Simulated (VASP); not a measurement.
The system is AlNi.

```xyz
2
Lattice="2.8597 0.0000 0.0000 0.0000 2.8597 0.0000 0.0000 0.0000 2.8597" Properties=species:S:1:pos:R:3 pbc="T T T"
Al    1.4299    1.4299    1.4299
Ni    0.0000    0.0000    0.0000
```

| Quantity | Value |
| --- | --- |
| Program | VASP 6.6.1 |
| Task | relaxation of cell and atoms |
| Functional | PBE |
| Potentials or basis | VASP PAW PBE potentials, release 64 (Al, Ni) |
| Cutoff | 600 eV |
| k mesh | 14 × 14 × 14 |
| Occupations | gaussian, width 0.1 eV |
| Spin | no spin polarisation |

At the start: pressure 6.0 GPa; volume 11.69 Å³/atom.

Task: Where does the relaxation end?

Result: Over 3 steps the energy falls by 7.4 meV/atom and the volume is 12.11 Å³/atom (+3.5 %); space group Pm-3m (No. 221, to 0.05 Å).

Step by step:
```
step  energy change (eV)  largest force (eV/Å)  pressure (GPa)  volume (Å³)
   1              0.0000                0.0000            6.02        23.39
   2             -0.0055                0.0000           -4.24        24.91
   3             -0.0149                0.0000            0.05        24.21
```

Final structure:
```cif
data_structure
_symmetry_space_group_name_H-M 'P 1'
_symmetry_Int_Tables_number 1
_cell_length_a 2.8930
_cell_length_b 2.8930
_cell_length_c 2.8930
_cell_angle_alpha 90.000
_cell_angle_beta 90.000
_cell_angle_gamma 90.000
_cell_volume 24.21
loop_
_atom_site_label
_atom_site_type_symbol
_atom_site_fract_x
_atom_site_fract_y
_atom_site_fract_z
_atom_site_occupancy
Al1 Al 0.50000 0.50000 0.50000 1
Ni1 Ni 0.00000 0.00000 0.00000 1
```
